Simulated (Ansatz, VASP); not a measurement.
# One calculation of MgO, two programs

```xyz
2
Lattice="0.0000 2.1009 2.1009 2.1009 0.0000 2.1009 2.1009 2.1009 0.0000" Properties=species:S:1:pos:R:3 pbc="T T T"
Mg    0.0000    0.0000    0.0000
O     2.1009    2.1009    2.1009
```

Alike in both runs: task single point; functional r2SCAN; k mesh 8 × 8 × 8; occupations gaussian, width 0.05 eV; no spin polarisation.

|  | VASP | Ansatz |
| --- | --- | --- |
| version | VASP 6.6.1 | Ansatz 0.2.0 |
| potentials or method | VASP PAW PBE potentials, release 64 (Mg, O), cutoff 660 eV | scalar-relativistic, plane waves, PAW |
| valence electrons in the cell | 8 | 16 |

```csv
,VASP,Ansatz,Ansatz less VASP
gap on the k mesh at the Fermi level (eV),5.68,5.70,+0.020
least direct gap on the mesh (eV),5.68,5.70,+0.020
pressure (GPa),-1.1,0.3,+1.45
```

VASP's potentials were made for PBE, not for r2SCAN. VASP's potentials hold 8 valence electrons a cell and Ansatz's 16, so a difference there can come from the potentials and not from the codes.
